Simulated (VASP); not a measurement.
Write the native input for VASP 6.6.1 that does the following.

```
Task                   : single point
Functional             : r2SCAN
Potentials or basis    : VASP PAW PBE potentials, release 64 (Hg, Te)
Cutoff                 : 520 eV
k mesh                 : 9 × 9 × 9
Occupations            : fermi-dirac, width 0.1 eV
Spin                   : no spin polarisation
Dipole correction      : no
Further INCAR settings : ALGO = Normal; EDIFF = 1e-06; NBANDS = 16
```

Crystal: HgTe (Coloradoite).

```xyz
2
Lattice="0.0000 3.3293 3.3293 3.3293 0.0000 3.3293 3.3293 3.3293 0.0000" Properties=species:S:1:pos:R:3 pbc="T T T"
Hg    0.0000    0.0000    0.0000
Te    1.6646    1.6646    1.6646
```

These files were run (other wordings do the same):

POSCAR

```
HgTe
1.0
    0.0000000000      3.3292849600      3.3292849600
    3.3292849600      0.0000000000      3.3292849600
    3.3292849600      3.3292849600      0.0000000000
Hg Te
1 1
Direct
    0.0000000000      0.0000000000      0.0000000000
    0.2500000000      0.2500000000      0.2500000000
```

INCAR.step1

```
PREC = Accurate
ENCUT = 520
ISMEAR = -1
SIGMA = 0.1
LREAL = F
LASPH = T
NELM = 100
NBANDS = 16
GGA = PE
ALGO = Normal
EDIFF = 1E-4
LWAVE = T
LCHARG = F
```

INCAR.step2

```
PREC = Accurate
ENCUT = 520
EDIFF = 1E-6
ISMEAR = -1
SIGMA = 0.1
LREAL = F
LASPH = T
NELM = 100
ALGO = Normal
ISIF = 2
LWAVE = F
LCHARG = T
METAGGA = R2SCAN
LMIXTAU = T
LELF = T
LVHAR = T
NBANDS = 16
ISTART = 1
```

KPOINTS

```
regular mesh
0
Gamma
  9 9 9
```

Potentials or basis: VASP PAW PBE potentials, release 64 (Hg, Te).

Launch:

```console
$ cat potpaw_PBE.64/Hg/POTCAR potpaw_PBE.64/Te/POTCAR > POTCAR
$ cp INCAR.step1 INCAR
$ mpirun -np 1 vasp_std > vasp.out
$ cp INCAR.step2 INCAR
$ mpirun -np 1 vasp_std > vasp.out
```

Results of the run:

```
Pressure               : -1.4 GPa
Band gap on the k mesh : zero (filled and empty bands touch)
```

Caveat: the PAW data sets were made with another functional, which shifts forces and pressure a little; spin-orbit coupling is left out, which moves the levels of the heavy elements.

It took 59 s on 1 thread of Intel(R) Xeon(R) 6975P-C (Granite Rapids), on a shared host, peak memory 0.23 GiB.
